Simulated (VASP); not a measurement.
**CuRu4: single point with PBE**

The system is CuRu4.

```xyz
5
Lattice="-2.7227 2.7227 2.7227 2.7227 -2.7227 2.7227 2.7227 2.7227 -2.7227" Properties=species:S:1:pos:R:3 pbc="T T T"
Cu    0.0000    0.0000    0.0000
Ru    1.3613    1.3613   -1.3613
Ru   -1.3613    1.3613    1.3613
Ru    1.3613   -1.3613    1.3613
Ru    1.3613    1.3613    1.3613
```

```json
{"Program": "VASP 6.6.1", "Task": "single point", "Functional": "PBE", "Potentials or basis": "VASP PAW PBE potentials, release 64 (Cu, Ru_pv)", "Cutoff": "520 eV", "k mesh": "10 × 10 × 10", "Occupations": "gaussian, width 0.1 eV", "Spin": "no spin polarisation"}
```

```yaml
Pressure: 0.0 GPa
```

Levels at points of the mesh, in eV from the Fermi level:
| k point | band 31 | band 32 | band 33 | band 34 | band 35 | band 36 |
| --- | --- | --- | --- | --- | --- | --- |
| (0.00, 0.00, 0.00) | 0.31 | 0.31 | 1.18 | 1.18 | 1.18 | 2.27 |
| (0.50, 0.00, 0.00) | -0.98 | -0.97 | -0.36 | -0.27 | -0.01 | 0.00 |
| (0.50, 0.50, 0.50) | -0.77 | -0.77 | -0.77 | 0.42 | 0.42 | 0.66 |

Wall time 72 s on 1 thread of Intel(R) Xeon(R) 6975P-C (Granite Rapids), on a shared host, peak memory 0.28 GiB.
